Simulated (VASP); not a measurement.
GaP:

```
Ga P
1.0
     0.00000    2.55854    2.55854
     2.55854    0.00000    2.55854
     2.55854    2.55854    0.00000
Ga P
1 1
Cartesian
  0.0000 0.0000 0.0000
  2.5585 2.5585 2.5585
```

Base run:

* Program: VASP 6.6.1
* Functional: PBEsol
* Potentials or basis: VASP PAW PBE potentials, release 64 (Ga_d, P)
* Cutoff: 520 eV
* k mesh: 6 × 6 × 6
* Occupations: fermi-dirac, width 0.02 eV
* Spin: no spin polarisation

Its results: band gap on the k mesh zero (band 9 reaches 7.19 eV, above the bottom of band 10 at 3.85 eV); pressure -1.6 GPa.

Q: The run is repeated on the same cell with these changes: cutoff from 520 eV to 500 eV; k mesh from 6 × 6 × 6 to 3 × 3 × 3. What comes out?

A: Band gap on the k mesh zero (band 9 reaches 6.73 eV, above the bottom of band 10 at 5.02 eV); pressure 1.2 GPa.

Caveats: some runs use coarse meshes; the PAW data sets were made with another functional, which shifts forces and pressure a little.
